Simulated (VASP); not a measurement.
# PbO2 (Pnnm) in VASP: single point with PBE

Aim: the single point of PbO2 with PBE.

Everything below comes from runs of VASP 6.6.1. Logs are shortened: lines on timing, memory, paths and dates and some standing lists are left out, and cuts for length are marked.

## (1) The cell of the first run

It takes space group Pnnm (No. 58, orthorhombic). Conventional cell: a = 5.062 Å, b = 5.158 Å, c = 3.430 Å, α = 90.00°, β = 90.00°, γ = 90.00°. Pb (site symmetry 2/m) has 6 O at 2.21 to 2.23 Å within 2.9 Å. Within 2.9 Å of O (site symmetry m) lie 3 Pb at 2.21 to 2.23 Å and 1 O at 2.78 Å.

## (2) Single point, PBE (uniaxial strain along a: +1.5 %)

Contents of INCAR:

```
PREC     = Accurate       # precision mode
ENCUT    = 520            # plane-wave cutoff, eV
EDIFF    = 1E-6           # SCF threshold, eV
ISMEAR   = 0              # smearing method
SIGMA    = 0.1            # smearing width, eV
LREAL    = False          # projectors in reciprocal space
LASPH    = True           # aspherical terms in the spheres
NELM     = 60             # most SCF steps
ALGO     = Normal         # electronic algorithm
ISIF     = 2              # what is computed and relaxed
LWAVE    = False          # write WAVECAR
LCHARG   = False          # write CHGCAR
GGA      = PE             # functional
NBANDS   = 35             # bands
```

Contents of KPOINTS:

```
Automatic mesh
0
Gamma
  8 8 10
```

Contents of POSCAR:

```
PbO2
1.0
    5.1576877081      0.0000000000      0.0000000000
    0.0000000000      5.0624102258      0.0000000000
    0.0000000000      0.0000000000      3.4302647170
Pb O
2 4
Direct
    0.0000000000      0.0000000000      0.0000000000
    0.5000000000      0.5000000000      0.5000000000
    0.3079158087      0.3079158087      0.0000000000
    0.1920841913      0.8079158087      0.5000000000
    0.6920841913      0.6920841913      0.0000000000
    0.8079158087      0.1920841913      0.5000000000
```

Potentials or basis: VASP PAW PBE potentials, release 64 (Pb_d, O).

Started as:

```bash
$ cat potpaw_PBE.64/Pb_d/POTCAR potpaw_PBE.64/O/POTCAR > POTCAR
$ mpirun -np 1 vasp_std > vasp.out
```

OUTCAR:

```text
PREC = Accurate
   ENCUT = 520
   EDIFF = 1E-6
   ISMEAR = 0
   LREAL = False
   LASPH = True
   NELM = 60
   ISIF = 2
   GGA = PE

 ion  position               nearest neighbor table
   1  0.000  0.000  0.000-   4 2.21   6 2.21   4 2.21   6 2.21   5 2.23   3 2.23   2 4.00   2 4.00
                             2 4.00   2 4.00   2 4.00   2 4.00   2 4.00   2 4.00
   2  0.500  0.500  0.500-   3 2.21   5 2.21   3 2.21   5 2.21   4 2.23   6 2.23   1 4.00   1 4.00
                             1 4.00   1 4.00   1 4.00   1 4.00   1 4.00   1 4.00
   3  0.308  0.308  0.000-   2 2.21   2 2.21   1 2.23
   4  0.192  0.808  0.500-   1 2.21   1 2.21   2 2.23
   5  0.692  0.692  0.000-   2 2.21   2 2.21   1 2.23
   6  0.808  0.192  0.500-   1 2.21   1 2.21   2 2.23

  LATTYP: Found a simple orthorhombic cell.
 ALAT       =     3.4302647170
 B/A-ratio  =     1.4758074503
 C/A-ratio  =     1.5035829983

  Lattice vectors:

 A1 = (   0.0000000000,   0.0000000000,  -3.4302647170)
 A2 = (   0.0000000000,   5.0624102258,   0.0000000000)
 A3 = (   5.1576877081,   0.0000000000,   0.0000000000)

Analysis of symmetry for initial positions (statically):
=====================================================================
 Subroutine PRICEL returns:
 Original cell was already a primitive cell.

 Routine SETGRP: Setting up the symmetry group for a
 simple orthorhombic supercell.

 Subroutine GETGRP returns: Found  8 space group operations
 (whereof  4 operations were pure point group operations)
 out of a pool of  8 trial point group operations.

The static configuration has the point symmetry C_2h.
 The point group associated with its full space group is D_2h.

Analysis of symmetry for dynamics (positions and initial velocities):
=====================================================================
 Subroutine PRICEL returns:
 Original cell was already a primitive cell.

 Routine SETGRP: Setting up the symmetry group for a
 simple orthorhombic supercell.

 Subroutine GETGRP returns: Found  8 space group operations
 (whereof  4 operations were pure point group operations)
 out of a pool of  8 trial point group operations.

The dynamic configuration has the point symmetry C_2h.
 The point group associated with its full space group is D_2h.

 Subroutine INISYM returns: Found  8 space group operations
 (whereof  4 operations are pure point group operations),
 and found     1 'primitive' translations

----------------------------------------------------------------------------------------

                                     Primitive cell

  volume of cell :      89.5653

  direct lattice vectors                    reciprocal lattice vectors
[... 102 lines left out ...]
   ISYM   =      2    0-nonsym 1-usesym 2-fastsym
   POTIM  = 0.5000    time-step for ionic-motion
   TEBEG  =    0.0;   TEEND  =   0.0 temperature during run
   PSTRESS=    0.0 pullay stress
   NELECT =      52.0000    total number of electrons
   NUPDOWN=      -1.0000    fix difference up-down
   EMIN   =  10.00;   EMAX   =-10.00  energy-range for DOS
   EFERMI =   0.00;   METHOD = LEGACY
   ISMEAR =     0;   SIGMA  =   0.10  broadening in eV -4-tet -1-fermi 0-gaus
   EFERMI_NEDOS =   21; number of points for ismear=-14 and -15
   IALGO  =     38    algorithm
   IMIX   =      4    mixing-type and parameters
     AMIX     =   0.40;   BMIX     =  1.00
     AMIX_MAG =   1.60;   BMIX_MAG =  1.00
  volume/ion in A,a.u.               =      14.93       100.74
  Fermi-wavevector in a.u.,A,eV,Ry     =   1.365723  2.580842 25.377575  1.865199
  Thomas-Fermi vector in A             =   2.491926
   LORBIT       =      0    0 simple, 1 ext, 2 COOP (PROOUT), +10 PAW based schemes
   GGA     = PE    functional components
   LHFCALC =     F    Hartree Fock is set to
   AEXX    =    0.0000 exact exchange contribution
   IVDW    =     0    specifies the selected vdW correction
   LEPSILON=     F    determine dielectric tensor
   LRPA    =     F    only Hartree local field effects (RPA)
 non-spin polarized calculation
 Gauss-broadening in eV      SIGMA  =   0.10
  energy-cutoff  :      520.00
  volume of cell :       89.57
 maximum number of plane-waves:      2441
 NGX is ok and might be reduce to    40
   NGX = 19   NGY = 19   NGZ = 13

 number of electron      51.9999974 magnetization

 Free energy of the ion-electron system (eV)
  ---------------------------------------------------
  ext. energy  EPLUGINS =         0.00000000
  ---------------------------------------------------
  free energy    TOTEN  =       -31.86626501 eV

  energy without entropy =      -31.86313184  energy(sigma->0) =      -31.86469843

 E-fermi :   3.6747     XC(G=0): -10.3291

 val. band max:        3.6482793554   @ k =   0.1250   0.1250   0.0000
 cond. band min:       3.6899133112   @ k =   0.0000   0.0000   0.1000
 fundamental gap:      0.0416339558
 Fermi energy:         3.6747132061

 k-point     1 :       0.0000    0.0000    0.0000
  band No.  band energies     occupation
      1     -14.2984      2.00000
      2     -14.2654      2.00000
      3     -12.7493      2.00000
      4     -12.7057      2.00000
      5     -11.8470      2.00000
      6     -11.7056      2.00000
[... 901 lines left out ...]
     34      14.9626      0.00000
     35      15.5788      0.00000

 [... further k-points ...]

------------------------ aborting loop because EDIFF is reached ----------------------------------------

  FORCE on cell =-STRESS in cart. coord.  units (eV):
  Direction    XX          YY          ZZ          XY          YZ          ZX
  --------------------------------------------------------------------------------------
  -------------------------------------------------------------------------------------
  Total       -0.5813977     -0.1808967      0.0641567      0.0000000      0.0000000      0.0000000
  in kB      -10.4002524     -3.2359460      1.1476578      0.0000000      0.0000000      0.0000000
  external PRESSURE =      -4.1628468 kB  Pullay stress =       0.0000000 kB

 VOLUME and BASIS-vectors are now :
 -----------------------------------------------------------------------------
  energy-cutoff  :      520.00
  volume of cell :       89.57
      direct lattice vectors                 reciprocal lattice vectors
     5.157687708  0.000000000  0.000000000     0.193885333  0.000000000  0.000000000
     0.000000000  5.062410226  0.000000000     0.000000000  0.197534367  0.000000000
     0.000000000  0.000000000  3.430264717     0.000000000  0.000000000  0.291522691

 POSITION                                       TOTAL-FORCE (eV/Angst)
 -----------------------------------------------------------------------------------
      0.00000      0.00000      0.00000        -0.000000      0.000000      0.000000
      2.57884      2.53121      1.71513        -0.000000      0.000000      0.000000
      1.58813      1.55880      0.00000         0.012037      0.003299      0.000000
      0.99071      4.09000      1.71513        -0.012037      0.003299      0.000000
      3.56955      3.50361      0.00000        -0.012037     -0.003299     -0.000000
      4.16698      0.97241      1.71513         0.012037     -0.003299      0.000000
 -----------------------------------------------------------------------------------
    total drift:                                0.000000      0.000000     -0.000000

  FREE ENERGIE OF THE ION-ELECTRON SYSTEM (eV)
  ---------------------------------------------------
  free  energy   TOTEN  =       -31.8662650132 eV

  energy  without entropy=      -31.8631318425  energy(sigma->0) =      -31.86469843
```

stdout:

```text
POSCAR found type information on POSCAR PbO
 POSCAR found :  2 types and       6 ions
 scaLAPACK will be used
 LDA part: xc-table for (Slater+PW92), standard interpolation
 POSCAR, INCAR and KPOINTS ok, starting setup
 FFT: planning ... GRIDC
 FFT: planning ... GRID_SOFT
 FFT: planning ... GRID
 WAVECAR not read
 entering main loop
```

Run time: 9.8 min. Hardware: 1 thread of Intel Xeon 8259CL, shared host; peak memory 0.46 GiB.

What came out:

```
Free energy            : -31.8663 eV
Pressure               : -0.4 GPa
Largest force          : 0.012 eV/Å
Band gap on the k mesh : 0.01 eV (least direct gap 0.02 eV)
```

Forces on the atoms (eV/Å):
```
Pb   0.000  0.000  0.000
Pb   0.000  0.000  0.000
O    0.012  0.003  0.000
O   -0.012  0.003  0.000
O   -0.012 -0.003  0.000
O    0.012 -0.003  0.000
```

Stress tensor (GPa, compression positive):
```
-1.04  0.00  0.00
 0.00 -0.32  0.00
 0.00  0.00  0.11
```

Caveat: the cell differs from its parent crystal (uniaxial strain along a: +1.5 %); the smearing spreads over this small gap; spin-orbit coupling is left out, which moves the levels of the heavy elements. A k mesh can miss the band edges.

The gap in the log of VASP goes by the Fermi energy; the results here count the filled bands.